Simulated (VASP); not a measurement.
# Ru (P6_3/mmc) in VASP: notebook

The runs below take Ru through single point, with LDA.

Program: VASP 6.6.1. These are calculated values, not measurements. Logs are shortened: lines on timing, memory, paths and dates and some standing lists are left out, and cuts for length are marked.

## Step 1: The cell of the first run

It takes space group P6_3/mmc (No. 194, hexagonal). The conventional cell has a = 2.678 Å, b = 2.678 Å, c = 4.218 Å, α = 90.00°, β = 90.00°, γ = 120.00°. Within 3.4 Å of Ru (site symmetry -6m2) lie 12 Ru at 2.61 to 2.68 Å.

## Step 2: Single point, LDA

Input file INCAR:

```
  ALGO = Normal
  EDIFF = 1E-6
  ENCUT = 520
  ISIF = 2
  ISMEAR = 1
  LASPH = True
  LCHARG = False
  LREAL = False
  LWAVE = False
  NBANDS = 21
  NELM = 100
  PREC = Accurate
  SIGMA = 0.01
```

Input file KPOINTS:

```
k-points
0
Gamma
  13 13 8
```

Input file POSCAR:

```
Ru
1.0
    2.6775346364      0.0000000000      0.0000000000
   -1.3387673182      2.3188130146      0.0000000000
    0.0000000000      0.0000000000      4.2181251212
Ru
2
Direct
    0.3333333333      0.6666666667      0.2500000000
    0.6666666667      0.3333333333      0.7500000000
```

Potentials or basis: VASP PAW LDA potentials, release 64 (Ru_pv).

Run with:

```
$ cat potpaw_LDA.64/Ru_pv/POTCAR > POTCAR
$ mpirun -np 1 vasp_std > vasp.out
```

OUTCAR:

```text
EDIFF = 1E-6
   ENCUT = 520
   ISIF = 2
   ISMEAR = 1
   LASPH = True
   LREAL = False
   NELM = 100
   PREC = Accurate

 ion  position               nearest neighbor table
   1  0.333  0.667  0.250-   2 2.61   2 2.61   2 2.61   2 2.61   2 2.61   2 2.61
   2  0.667  0.333  0.750-   1 2.61   1 2.61   1 2.61   1 2.61   1 2.61   1 2.61

  LATTYP: Found a hexagonal cell.
 ALAT       =     2.6775346364
 C/A-ratio  =     1.5753764914

  Lattice vectors:

 A1 = (   2.6775346364,   0.0000000000,   0.0000000000)
 A2 = (  -1.3387673182,   2.3188130146,   0.0000000000)
 A3 = (   0.0000000000,   0.0000000000,   4.2181251212)

Analysis of symmetry for initial positions (statically):
=====================================================================
 Subroutine PRICEL returns:
 Original cell was already a primitive cell.

 Routine SETGRP: Setting up the symmetry group for a
 hexagonal supercell.

 Subroutine GETGRP returns: Found 24 space group operations
 (whereof 12 operations were pure point group operations)
 out of a pool of 24 trial point group operations.

The static configuration has the point symmetry D_3d.
 The point group associated with its full space group is D_6h.

Analysis of symmetry for dynamics (positions and initial velocities):
=====================================================================
 Subroutine PRICEL returns:
 Original cell was already a primitive cell.

 Routine SETGRP: Setting up the symmetry group for a
 hexagonal supercell.

 Subroutine GETGRP returns: Found 24 space group operations
 (whereof 12 operations were pure point group operations)
 out of a pool of 24 trial point group operations.

The dynamic configuration has the point symmetry D_3d.
 The point group associated with its full space group is D_6h.

 Subroutine INISYM returns: Found 24 space group operations
 (whereof 12 operations are pure point group operations),
 and found     1 'primitive' translations

----------------------------------------------------------------------------------------

                                     Primitive cell

  volume of cell :      26.1891

  direct lattice vectors                    reciprocal lattice vectors
     2.677534636  0.000000000  0.000000000     0.373477895  0.215627563  0.000000000
    -1.338767318  2.318813015  0.000000000     0.000000000  0.431255127  0.000000000
[... 75 lines left out ...]
 SYSTEM =  unknown system
   PREC   = accura    normal or accurate (medium, high low for compatibility)
   ISTART =      0    job   : 0-new  1-cont  2-samecut
   ICHARG =      2    charge: 1-file 2-atom 10-const
   ISPIN  =      1    spin polarized calculation?
   LNONCOLLINEAR =      F non collinear calculations
   LSORBIT =      F    spin-orbit coupling
   LASPH  =      T    aspherical Exc in radial PAW
   ENCUT  =  520.0 eV  38.22 Ry    6.18 a.u.   4.98  4.98  7.84*2*pi/ulx,y,z
   NELM   =    100;   NELMIN=  2; NELMDL= -5     # of ELM steps
   EDIFF  = 0.1E-05   stopping-criterion for ELM
   LREAL  =      F    real-space projection
   EDIFFG = 0.1E-04   stopping-criterion for IOM
   NSW    =      0    number of steps for IOM
   IBRION =     -1    ionic relax: 0-MD 1-quasi-New 2-CG
   NFREE  =      0    steps in history (QN), initial steepest desc. (CG)
   ISIF   =      2    stress and relaxation
   ISYM   =      2    0-nonsym 1-usesym 2-fastsym
   POTIM  = 0.5000    time-step for ionic-motion
   TEBEG  =    0.0;   TEEND  =   0.0 temperature during run
   PSTRESS=    0.0 pullay stress
   NELECT =      28.0000    total number of electrons
   NUPDOWN=      -1.0000    fix difference up-down
   EMIN   =  10.00;   EMAX   =-10.00  energy-range for DOS
   EFERMI =   0.00;   METHOD = LEGACY
   ISMEAR =     1;   SIGMA  =   0.01  broadening in eV -4-tet -1-fermi 0-gaus
   EFERMI_NEDOS =   21; number of points for ismear=-14 and -15
   IALGO  =     38    algorithm
   IMIX   =      4    mixing-type and parameters
     AMIX     =   0.40;   BMIX     =  1.00
     AMIX_MAG =   1.60;   BMIX_MAG =  1.00
  volume/ion in A,a.u.               =      13.09        88.37
  Fermi-wavevector in a.u.,A,eV,Ry     =   1.673995  3.163391 38.127038  2.802258
  Thomas-Fermi vector in A             =   2.758868
   LORBIT       =      0    0 simple, 1 ext, 2 COOP (PROOUT), +10 PAW based schemes
   GGA     = CA    functional components
   LHFCALC =     F    Hartree Fock is set to
   AEXX    =    0.0000 exact exchange contribution
   IVDW    =     0    specifies the selected vdW correction
   LEPSILON=     F    determine dielectric tensor
   LRPA    =     F    only Hartree local field effects (RPA)
 non-spin polarized calculation
 Methfessel and Paxton  Order N= 1 SIGMA  =   0.01
  energy-cutoff  :      520.00
  volume of cell :       26.19
 maximum number of plane-waves:       724
 NGX is ok and might be reduce to    20
   NGX =  9   NGY =  9   NGZ = 15

 number of electron      27.9999992 magnetization

 Free energy of the ion-electron system (eV)
  ---------------------------------------------------
  ext. energy  EPLUGINS =         0.00000000
  ---------------------------------------------------
  free energy    TOTEN  =       -21.38925313 eV

  energy without entropy =      -21.38919195  energy(sigma->0) =      -21.38923274

 E-fermi :  13.4234     XC(G=0): -14.6040

 val. band max:       13.4222414558   @ k =   0.0769   0.0000   0.3750
 cond. band min:      13.4512994276   @ k =   0.3077   0.1538   0.2500
 fundamental gap:      0.0290579718
 Fermi energy:        13.4234353610

 k-point     1 :       0.0000    0.0000    0.0000
  band No.  band energies     occupation
      1     -30.2466      2.00000
      2     -29.1752      2.00000
      3     -29.1752      2.00000
      4     -28.9775      2.00000
      5     -28.9775      2.00000
      6     -28.9260      2.00000
[... 565 lines left out ...]
     20      23.3086      0.00000
     21      24.8817      0.00000

 [... further k-points ...]
[... 5 lines left out ...]
  --------------------------------------------------------------------------------------
  -------------------------------------------------------------------------------------
  Total        0.1524247      0.1524247      0.0494674      0.0000000     -0.0000000      0.0000000
  in kB        9.3249328      9.3249328      3.0262823      0.0000000     -0.0000000      0.0000000
  external PRESSURE =       7.2253826 kB  Pullay stress =       0.0000000 kB

 VOLUME and BASIS-vectors are now :
 -----------------------------------------------------------------------------
  energy-cutoff  :      520.00
  volume of cell :       26.19
      direct lattice vectors                 reciprocal lattice vectors
     2.677534636  0.000000000  0.000000000     0.373477895  0.215627563  0.000000000
    -1.338767318  2.318813015  0.000000000     0.000000000  0.431255127  0.000000000
     0.000000000  0.000000000  4.218125121     0.000000000  0.000000000  0.237072152

 POSITION                                       TOTAL-FORCE (eV/Angst)
 -----------------------------------------------------------------------------------
     -0.00000      1.54588      1.05453         0.000000     -0.000000      0.000000
      1.33877      0.77294      3.16359        -0.000000      0.000000      0.000000
 -----------------------------------------------------------------------------------
    total drift:                               -0.000000      0.000000     -0.000000

  FREE ENERGIE OF THE ION-ELECTRON SYSTEM (eV)
  ---------------------------------------------------
  free  energy   TOTEN  =       -21.3892531304 eV

  energy  without entropy=      -21.3891919506  energy(sigma->0) =      -21.38923274
```

stdout:

```text
POSCAR found type information on POSCAR Ru
 POSCAR found :  1 types and       2 ions
 scaLAPACK will be used
 LDA part: xc-table for (Slater(with rela. corr.)+CA(PZ))
 , standard interpolation
 POSCAR, INCAR and KPOINTS ok, starting setup
 FFT: planning ... GRIDC
 FFT: planning ... GRID_SOFT
 FFT: planning ... GRID
 WAVECAR not read
 entering main loop
```

Wall time 24 s (1 thread of Intel Xeon Platinum 8488C (Sapphire Rapids), shared host); peak memory 0.16 GiB.

Results:

```
Free energy            : -21.3893 eV
Pressure               : 0.7 GPa
Band gap on the k mesh : zero (bands 14 and 15 overlap by 3.28 eV)
```

## Step 3: Single point, LDA

Input file INCAR:

```
SYSTEM = Ru
PREC = Accurate ; ENCUT = 520
EDIFF = 1E-7 ; ISMEAR = 1
SIGMA = 0.03 ; LREAL = .FALSE.
LASPH = .TRUE. ; NELM = 100
ALGO = Normal ; ISIF = 2
LWAVE = .FALSE. ; LCHARG = .FALSE.
GGA = CA ; NBANDS = 21
```

Input file KPOINTS:

```
regular mesh
0
G
  13 13 8
  0 0 0
```

POSCAR is that of step 2.

Potentials or basis: VASP PAW LDA potentials, release 64 (Ru_pv).

Run with:

```
$ cat potpaw_LDA.64/Ru_pv/POTCAR > POTCAR
$ mpirun -np 1 vasp_std > vasp.out
```

Wall time 25 s (1 thread of Intel Xeon Platinum 8488C (Sapphire Rapids), shared host); peak memory 0.16 GiB.

Results (log left out):

- Free energy: -21.3893 eV
- Pressure: 0.8 GPa
- Band gap on the k mesh: zero (bands 14 and 15 overlap by 3.28 eV)

Stress tensor (GPa, compression positive):
```
0.97 0.00 0.00
0.00 0.97 0.00
0.00 0.00 0.40
```

Levels at points of the mesh, in eV from the Fermi level:
| k point | band 11 | band 12 | band 13 | band 14 | band 15 | band 16 | band 17 | band 18 |
| --- | --- | --- | --- | --- | --- | --- | --- | --- |
| (0.00, 0.00, 0.00) | -2.59 | -2.09 | -2.09 | -1.56 | -1.56 | 1.21 | 1.21 | 1.34 |
| (0.00, 0.00, 0.50) | -3.01 | -3.01 | -2.87 | -2.87 | 0.54 | 0.54 | 0.54 | 0.54 |

## Step 4: Single point, LDA

Input file INCAR:

```
ALGO     = Normal         # electronic algorithm
EDIFF    = 1E-7           # SCF threshold, eV
ENCUT    = 520            # plane-wave cutoff, eV
ISIF     = 2              # what is computed and relaxed
ISMEAR   = 1              # smearing method
LASPH    = True           # aspherical terms in the spheres
LCHARG   = False          # write CHGCAR
LREAL    = False          # projectors in reciprocal space
LWAVE    = False          # write WAVECAR
NBANDS   = 21             # bands
NELM     = 80             # most SCF steps
PREC     = Accurate       # precision mode
SIGMA    = 0.2            # smearing width, eV
```

Input file KPOINTS:

```
k-points
0
Gamma
  13 13 8
```

POSCAR is that of step 3.

Run with:

```
$ cat potpaw_LDA.64/Ru_pv/POTCAR > POTCAR
$ mpirun -np 1 vasp_std > vasp.out
```

It took 25 s on 1 thread of Intel Xeon Platinum 8488C (Sapphire Rapids), shared host; peak memory 0.15 GiB.

The run converged. Its results:

```yaml
Free_energy: -21.3883 eV
Pressure: 0.8 GPa
Band_gap_on_the_k_mesh: zero (bands 14 and 15 overlap by 3.28 eV)
```

Stress tensor (GPa, compression positive):
```
0.94 0.00 0.00
0.00 0.94 0.00
0.00 0.00 0.38
```

Levels at points of the mesh, in eV from the Fermi level:
| k point | band 12 | band 13 | band 14 | band 15 | band 16 | band 17 |
| --- | --- | --- | --- | --- | --- | --- |
| (0.00, 0.00, 0.00) | -2.09 | -2.09 | -1.56 | -1.56 | 1.21 | 1.21 |
| (0.00, 0.00, 0.50) | -3.01 | -2.87 | -2.87 | 0.54 | 0.54 | 0.54 |

## Step 5: Single point, LDA

Input file INCAR:

```
SYSTEM = Ru
PREC     = Accurate       ! precision mode
ENCUT    = 520            ! plane-wave cutoff, eV
EDIFF    = 1E-6           ! SCF threshold, eV
ISMEAR   = 1              ! smearing method
SIGMA    = 0.3            ! smearing width, eV
LREAL    = .False.        ! projectors in reciprocal space
LASPH    = .True.         ! aspherical terms in the spheres
NELM     = 80             ! most SCF steps
ALGO     = Normal         ! electronic algorithm
ISIF     = 2              ! what is computed and relaxed
LWAVE    = .False.        ! write WAVECAR
LCHARG   = .True.         ! write CHGCAR
GGA      = CA             ! functional
LELF     = .True.         ! ELF
LVHAR    = .True.       
NBANDS   = 21             ! bands
```

Input file KPOINTS:

```
Automatic mesh
0
Gamma
  13 13 8
  0 0 0
```

POSCAR is that of step 4.

Run with:

```
$ cat potpaw_LDA.64/Ru_pv/POTCAR > POTCAR
$ mpirun -np 1 vasp_std > vasp.out
```

Wall time 24 s (1 thread of Intel Xeon Platinum 8488C (Sapphire Rapids), shared host); peak memory 0.15 GiB.

It converged, with:

* Free energy: -21.3880 eV
* Pressure: 0.7 GPa
* Band gap on the k mesh: zero (bands 14 and 15 overlap by 3.28 eV)

Stress tensor (GPa, compression positive):
```
0.87 0.00 0.00
0.00 0.87 0.00
0.00 0.00 0.49
```

Levels at points of the mesh, in eV from the Fermi level:
```tsv
k point	band 10	band 11	band 12	band 13	band 14	band 15	band 16	band 17	band 18	band 19
(0.00, 0.00, 0.00)	-2.81	-2.58	-2.08	-2.08	-1.55	-1.55	1.21	1.21	1.35	9.89
(0.00, 0.00, 0.50)	-3.00	-3.00	-3.00	-2.86	-2.86	0.55	0.55	0.55	0.55	9.89
```

Caveat: so wide a smearing shifts energies and pressures.

## Step 6: The runs side by side

| smearing | gap on the mesh (eV) | pressure (GPa) |
| --- | --- | --- |
| methfessel-paxton 0.01 eV | none | 0.7 |
| methfessel-paxton 0.03 eV | none | 0.8 |
| methfessel-paxton 0.2 eV | none | 0.8 |
| methfessel-paxton 0.3 eV | none | 0.7 |

Alike in all rows: task single point; level LDA; potentials or basis VASP PAW LDA potentials, release 64 (Ru_pv); no spin polarisation; cell as given; k mesh 13 × 13 × 8; cutoff (eV) 520.

Caveats: so wide a smearing shifts energies and pressures (at least some runs).

Total energies depend on the potentials used, so only differences within one code and one set of settings carry meaning.

The gap in the log of VASP goes by the Fermi energy; the results here count the filled bands.